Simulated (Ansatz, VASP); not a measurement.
One calculation of BN, two programs

```xyz
4
Lattice="2.5040 0.0125 0.0125 -1.2412 2.1623 0.0046 0.0333 0.0333 6.6612" Properties=species:S:1:pos:R:3 pbc="T T T"
B     0.0156    1.4540    1.6725
B     1.2806    0.7541    5.0058
N     0.0322    1.4707    5.0031
N     1.2639    0.7374    1.6752
```

Change from the starting cell: equal xy, yz and zx shear strains of +1 %, crystal datasets.

Alike in both runs: task electric field gradients; functional PBEsol; k mesh 11 × 11 × 4; occupations fermi-dirac, width 0.03 eV; no spin polarisation.

|  | VASP | Ansatz |
| --- | --- | --- |
| version | VASP 6.6.1 | Ansatz 0.2.0 |
| potentials or method | VASP PAW PBE potentials, release 64 (B, N), cutoff 520 eV | all-electron PAW with datasets made for the crystal, scalar-relativistic |

VASP gave:

- gap on the k mesh at the Fermi level (eV): 4.19
- pressure (GPa): 0.8
- traceless stress, the component that is largest in VASP (GPa): -3.74
- rms of the force components (eV/Å): 0.076
- size of Vzz on the site where it differs most (V/Å²): 34.7

**Question.** What did Ansatz give for the same quantities?

**Answer.** gap on the k mesh at the Fermi level (eV): 4.20; pressure (GPa): 0.4; traceless stress, the component that is largest in VASP (GPa): -3.73; rms of the force components (eV/Å): 0.075; size of Vzz on the site where it differs most (V/Å²): 28.6.

VASP's potentials were made for PBE, not for PBEsol. Atom by atom the forces differ by 0.001 eV/Å (rms over components). Ansatz ran all-electron here, and VASP with PAW potentials.
